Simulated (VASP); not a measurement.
# LiCl (P-3m1) in VASP: single point with PBE

Aim: the single point of LiCl with PBE.

Everything below comes from runs of VASP 6.6.1. Logs are shortened: lines on timing, memory, paths and dates and some standing lists are left out, and cuts for length are marked.

## Step 1: The cell of the first run

Symmetry: P-3m1, No. 164, trigonal system. Conventional cell: a = 3.611 Å, b = 3.611 Å, c = 15.488 Å, α = 90.00°, β = 90.00°, γ = 120.00°. Within 3.4 Å of Li (site symmetry 3m) lie 6 Cl at 2.56 Å. Li (site symmetry 3m) has 6 Cl at 2.65 Å within 3.5 Å. Within 3.4 Å of Li (site symmetry -3m) lie 6 Cl at 2.56 Å. Cl (site symmetry 3m) has 6 Li at 2.56 to 2.65 Å and 1 Cl at 3.27 Å within 3.4 Å. Cl (site symmetry -3m) has 6 Li at 2.65 Å and 2 Cl at 3.27 Å within 3.5 Å. Cl (site symmetry 3m) has 6 Li at 2.56 Å within 3.4 Å.

## Step 2: Single point, PBE

Contents of INCAR:

```
PREC = Accurate
ENCUT = 520
EDIFF = 1E-7
ISMEAR = 0
SIGMA = 0.02
LREAL = F
LASPH = T
NELM = 100
ALGO = Normal
ISIF = 2
LWAVE = F
LCHARG = F
GGA = PE
NBANDS = 36
```

Contents of KPOINTS:

```
Automatic mesh
0
Gamma
  9 9 3
```

Contents of POSCAR:

```
LiCl
1.0
    3.6111591399      0.0000000000      0.0000000000
   -1.8055795699      3.1273555522      0.0000000000
    0.0000000000      0.0000000000     15.4884112464
Li Cl
5 5
Direct
    0.0000000000      0.0000000000     -0.0073571422
    0.3333333333      0.6666666667      0.1945546413
    0.0000000000      0.0000000000      0.4054453587
    0.3333333333      0.6666666667      0.6073571422
    0.6666666667      0.3333333333      0.8000000000
    0.6666666667      0.3333333333      0.0890812150
    0.6666666667      0.3333333333      0.3000000000
    0.6666666667      0.3333333333      0.5109187850
    0.0000000000      0.0000000000      0.7036539033
    0.3333333333      0.6666666667      0.8963460967
```

Potentials or basis: VASP PAW PBE potentials, release 64 (Li_sv, Cl).

Started as:

```
$ cat potpaw_PBE.64/Li_sv/POTCAR potpaw_PBE.64/Cl/POTCAR > POTCAR
$ mpirun -np 1 vasp_std > vasp.out
```

OUTCAR:

```text
PREC = Accurate
   ENCUT = 520
   EDIFF = 1E-7
   ISMEAR = 0
   LREAL = F
   LASPH = T
   NELM = 100
   ISIF = 2
   GGA = PE

 ion  position               nearest neighbor table
   1  0.000  0.000  0.993-  10 2.56  10 2.56  10 2.56   6 2.56   6 2.56   6 2.56
   2  0.333  0.667  0.195-
   3  0.000  0.000  0.405-
   4  0.333  0.667  0.607-   9 2.56   9 2.56   9 2.56   8 2.56   8 2.56   8 2.56
   5  0.667  0.333  0.800-  10 2.56   9 2.56  10 2.56   9 2.56   9 2.56  10 2.56
   6  0.667  0.333  0.089-   1 2.56   1 2.56   1 2.56
   7  0.667  0.333  0.300-
   8  0.667  0.333  0.511-   4 2.56   4 2.56   4 2.56
   9  0.000  0.000  0.704-   4 2.56   4 2.56   4 2.56   5 2.56   5 2.56   5 2.56
  10  0.333  0.667  0.896-   1 2.56   1 2.56   1 2.56   5 2.56   5 2.56   5 2.56

  LATTYP: Found a hexagonal cell.
 ALAT       =     3.6111591399
 C/A-ratio  =     4.2890414536

  Lattice vectors:

 A1 = (   3.6111591399,   0.0000000000,   0.0000000000)
 A2 = (  -1.8055795699,   3.1273555522,   0.0000000000)
 A3 = (   0.0000000000,   0.0000000000,  15.4884112464)

Analysis of symmetry for initial positions (statically):
=====================================================================
 Subroutine PRICEL returns:
 Original cell was already a primitive cell.

 Routine SETGRP: Setting up the symmetry group for a
 hexagonal supercell.

 Subroutine GETGRP returns: Found 12 space group operations
 (whereof  6 operations were pure point group operations)
 out of a pool of 24 trial point group operations.

The static configuration has the point symmetry C_3v.
 The point group associated with its full space group is D_3d.

Analysis of symmetry for dynamics (positions and initial velocities):
=====================================================================
 Subroutine PRICEL returns:
 Original cell was already a primitive cell.

 Routine SETGRP: Setting up the symmetry group for a
 hexagonal supercell.

 Subroutine GETGRP returns: Found 12 space group operations
 (whereof  6 operations were pure point group operations)
 out of a pool of 24 trial point group operations.

The dynamic configuration has the point symmetry C_3v.
 The point group associated with its full space group is D_3d.

 Subroutine INISYM returns: Found 12 space group operations
 (whereof  6 operations are pure point group operations),
 and found     1 'primitive' translations

----------------------------------------------------------------------------------------

                                     Primitive cell

  volume of cell :     174.9165

  direct lattice vectors                    reciprocal lattice vectors
     3.611159140  0.000000000  0.000000000     0.276919394  0.159879487  0.000000000
    -1.805579570  3.127355552  0.000000000     0.000000000  0.319758973  0.000000000
     0.000000000  0.000000000 15.488411246     0.000000000  0.000000000  0.064564401

  length of vectors
     3.611159140  3.611159140 15.488411246     0.319758973  0.319758973  0.064564401

  position of ions in fractional coordinates (direct lattice)
     0.000000000  0.000000000  0.992642858
     0.333333333  0.666666667  0.194554641
     0.000000000  0.000000000  0.405445359
     0.333333333  0.666666667  0.607357142
     0.666666667  0.333333333  0.800000000
     0.666666667  0.333333333  0.089081215
     0.666666667  0.333333333  0.300000000
     0.666666667  0.333333333  0.510918785
     0.000000000  0.000000000  0.703653903
     0.333333333  0.666666667  0.896346097

  ion indices of the primitive-cell ions
   primitive index   ion index
                 1           1
                 2           2
                 3           3
                 4           4
                 5           5
                 6           6
                 7           7
                 8           8
                 9           9
                10          10

----------------------------------------------------------------------------------------

 KPOINTS: Automatic mesh

Automatic generation of k-mesh.
 Grid dimensions read from file:
 generate k-points for:    9    9    3

 Generating k-lattice:

  Cartesian coordinates                     Fractional coordinates (reciprocal lattice)
     0.030768822  0.017764387  0.000000000     0.111111111  0.000000000  0.000000000
     0.000000000  0.035528775  0.000000000     0.000000000  0.111111111  0.000000000
     0.000000000  0.000000000  0.021521467     0.000000000  0.000000000  0.333333333

  Length of vectors
     0.035528775  0.035528775  0.021521467

  Shift w.r.t. Gamma in fractional coordinates (k-lattice)
     0.000000000  0.000000000  0.000000000

 Subroutine IBZKPT returns following result:
 ===========================================

 Found     31 irreducible k-points:

 Following reciprocal coordinates:
            Coordinates               Weight
  0.000000  0.000000  0.000000      1.000000
  0.111111 -0.000000  0.000000      6.000000
  0.222222  0.000000  0.000000      6.000000
  0.333333 -0.000000  0.000000      6.000000
  0.444444  0.000000  0.000000      6.000000
  0.111111  0.111111  0.000000      6.000000
[... 16 lines left out ...]
  0.222222  0.111111  0.333333     12.000000
 -0.111111  0.333333  0.333333     12.000000
 [... further k-points ...]
   k-points           NKPTS =     31   k-points in BZ     NKDIM =     31   number of bands    NBANDS=     36
   number of dos      NEDOS =    301   number of ions     NIONS =     10
   total plane-waves  NPLWV =  94080
   dimension x,y,z NGX =    28 NGY =   28 NGZ =  120
   dimension x,y,z NGXF=    56 NGYF=   56 NGZF=  240
   ions per type =               5   5
   NGX,Y,Z   is equivalent  to a cutoff of  12.89, 12.89, 12.88 a.u.
   NGXF,Y,Z  is equivalent  to a cutoff of  25.78, 25.78, 25.76 a.u.
 SYSTEM =  unknown system
   PREC   = accura    normal or accurate (medium, high low for compatibility)
   ISTART =      0    job   : 0-new  1-cont  2-samecut
   ICHARG =      2    charge: 1-file 2-atom 10-const
   ISPIN  =      1    spin polarized calculation?
   LNONCOLLINEAR =      F non collinear calculations
   LSORBIT =      F    spin-orbit coupling
   LASPH  =      T    aspherical Exc in radial PAW
   ENCUT  =  520.0 eV  38.22 Ry    6.18 a.u.   6.71  6.71 28.80*2*pi/ulx,y,z
   NELM   =    100;   NELMIN=  2; NELMDL= -5     # of ELM steps
   EDIFF  = 0.1E-06   stopping-criterion for ELM
   LREAL  =      F    real-space projection
   EDIFFG = 0.1E-05   stopping-criterion for IOM
   NSW    =      0    number of steps for IOM
   IBRION =     -1    ionic relax: 0-MD 1-quasi-New 2-CG
   NFREE  =      0    steps in history (QN), initial steepest desc. (CG)
   ISIF   =      2    stress and relaxation
   ISYM   =      2    0-nonsym 1-usesym 2-fastsym
   POTIM  = 0.5000    time-step for ionic-motion
   TEBEG  =    0.0;   TEEND  =   0.0 temperature during run
   PSTRESS=    0.0 pullay stress
   NELECT =      50.0000    total number of electrons
   NUPDOWN=      -1.0000    fix difference up-down
   EMIN   =  10.00;   EMAX   =-10.00  energy-range for DOS
   EFERMI =   0.00;   METHOD = LEGACY
   ISMEAR =     0;   SIGMA  =   0.02  broadening in eV -4-tet -1-fermi 0-gaus
   EFERMI_NEDOS =   21; number of points for ismear=-14 and -15
   IALGO  =     38    algorithm
   IMIX   =      4    mixing-type and parameters
     AMIX     =   0.40;   BMIX     =  1.00
     AMIX_MAG =   1.60;   BMIX_MAG =  1.00
  volume/ion in A,a.u.               =      17.49       118.04
  Fermi-wavevector in a.u.,A,eV,Ry     =   1.078420  2.037918 15.823434  1.162990
  Thomas-Fermi vector in A             =   2.214358
   LORBIT       =      0    0 simple, 1 ext, 2 COOP (PROOUT), +10 PAW based schemes
   GGA     = PE    functional components
   LHFCALC =     F    Hartree Fock is set to
   AEXX    =    0.0000 exact exchange contribution
   IVDW    =     0    specifies the selected vdW correction
   LEPSILON=     F    determine dielectric tensor
   LRPA    =     F    only Hartree local field effects (RPA)
 non-spin polarized calculation
 Gauss-broadening in eV      SIGMA  =   0.02
  energy-cutoff  :      520.00
  volume of cell :      174.92
 maximum number of plane-waves:      4738
 NGX is ok and might be reduce to    28
   NGX = 13   NGY = 13   NGZ = 57

 number of electron      49.9999995 magnetization

 Free energy of the ion-electron system (eV)
  ---------------------------------------------------
  ext. energy  EPLUGINS =         0.00000000
  ---------------------------------------------------
  free energy    TOTEN  =       -36.51408576 eV

  energy without entropy =      -36.51408576  energy(sigma->0) =      -36.51408576

 E-fermi :   0.7802     XC(G=0):  -8.5530

 val. band max:        0.5442126787   @ k =   0.0000   0.0000   0.0000
 cond. band min:       6.2154157279   @ k =   0.0000   0.0000   0.0000
 fundamental gap:      5.6712030492
 Fermi energy:         0.7802372602

 k-point     1 :       0.0000    0.0000    0.0000
  band No.  band energies     occupation
      1     -43.6013      2.00000
      2     -43.6007      2.00000
      3     -43.0752      2.00000
      4     -43.0747      2.00000
      5     -43.0730      2.00000
      6     -12.9460      2.00000
[... 28 lines left out ...]
     35      10.5952      0.00000
     36      10.9357      0.00000

 k-point     2 :       0.1111   -0.0000    0.0000
  band No.  band energies     occupation
      1     -43.6011      2.00000
      2     -43.6006      2.00000
      3     -43.0749      2.00000
      4     -43.0745      2.00000
      5     -43.0728      2.00000
      6     -12.8943      2.00000
[... 28 lines left out ...]
     35      10.5566      0.00000
     36      10.6705      0.00000
[... 817 lines left out ...]
     35      10.2736      0.00000
     36      10.5235      0.00000

 k-point    24 :      -0.1111    0.3333    0.3333
  band No.  band energies     occupation
      1     -43.6001      2.00000
      2     -43.5998      2.00000
      3     -43.0738      2.00000
      4     -43.0735      2.00000
      5     -43.0721      2.00000
      6     -12.6297      2.00000
[... 28 lines left out ...]
     35      10.1994      0.00000
     36      10.4176      0.00000

 [... further k-points ...]

------------------------ aborting loop because EDIFF is reached ----------------------------------------

  FORCE on cell =-STRESS in cart. coord.  units (eV):
  Direction    XX          YY          ZZ          XY          YZ          ZX
  --------------------------------------------------------------------------------------
  -------------------------------------------------------------------------------------
  Total       -0.1047443     -0.1047443     -0.0955840     -0.0000000      0.0000000     -0.0000000
  in kB       -0.9594232     -0.9594232     -0.8755183     -0.0000000      0.0000000     -0.0000000
  external PRESSURE =      -0.9314549 kB  Pullay stress =       0.0000000 kB

 VOLUME and BASIS-vectors are now :
 -----------------------------------------------------------------------------
  energy-cutoff  :      520.00
  volume of cell :      174.92
      direct lattice vectors                 reciprocal lattice vectors
     3.611159140  0.000000000  0.000000000     0.276919394  0.159879487  0.000000000
    -1.805579570  3.127355552  0.000000000     0.000000000  0.319758973  0.000000000
     0.000000000  0.000000000 15.488411246     0.000000000  0.000000000  0.064564401

 POSITION                                       TOTAL-FORCE (eV/Angst)
 -----------------------------------------------------------------------------------
      0.00000      0.00000     15.37446         0.000000      0.000000      0.000554
     -0.00000      2.08490      3.01334         0.000000      0.000000     -0.004806
      0.00000      0.00000      6.27970        -0.000000      0.000000      0.004806
     -0.00000      2.08490      9.40700        -0.000000      0.000000     -0.000554
      1.80558      1.04245     12.39073        -0.000000      0.000000      0.000000
      1.80558      1.04245      1.37973        -0.000000      0.000000     -0.000129
      1.80558      1.04245      4.64652         0.000000      0.000000      0.000000
      1.80558      1.04245      7.91332         0.000000      0.000000      0.000129
      0.00000      0.00000     10.89848        -0.000000      0.000000     -0.000308
     -0.00000      2.08490     13.88298         0.000000     -0.000000      0.000308
 -----------------------------------------------------------------------------------
    total drift:                               -0.000001      0.000000      0.000021

  FREE ENERGIE OF THE ION-ELECTRON SYSTEM (eV)
  ---------------------------------------------------
  free  energy   TOTEN  =       -36.5140857600 eV

  energy  without entropy=      -36.5140857600  energy(sigma->0) =      -36.51408576
```

Wall time 5 min (1 thread of Oxide Virtual Turin-like, shared host); peak memory 0.33 GiB.

What came out:

- Free energy: -36.5141 eV
- Largest force: 0.005 eV/Å
- Band gap on the k mesh: 5.67 eV, direct

Forces in eV/Å, atoms in the order of the input:
```
Li   0.000  0.000  0.001
Li   0.000  0.000 -0.005
Li   0.000  0.000  0.005
Li   0.000  0.000 -0.001
Li   0.000  0.000  0.000
Cl   0.000  0.000  0.000
Cl   0.000  0.000  0.000
Cl   0.000  0.000  0.000
Cl   0.000  0.000  0.000
Cl   0.000  0.000  0.000
```

Levels at points of the mesh, in eV from the valence-band top:
```tsv
k point	band 22	band 23	band 24	band 25	band 26	band 27	band 28	band 29
(0.00, 0.00, 0.00)	-0.14	-0.14	0.00	0.00	5.67	6.59	6.75	6.90
```

Caveat: the cutoff is under 1.25 times the usual one of these potentials, so pressure, stress and relaxed cells hold a basis-set (Pulay) error. A hybrid or GW would open this gap; PBE tends to underestimate it.
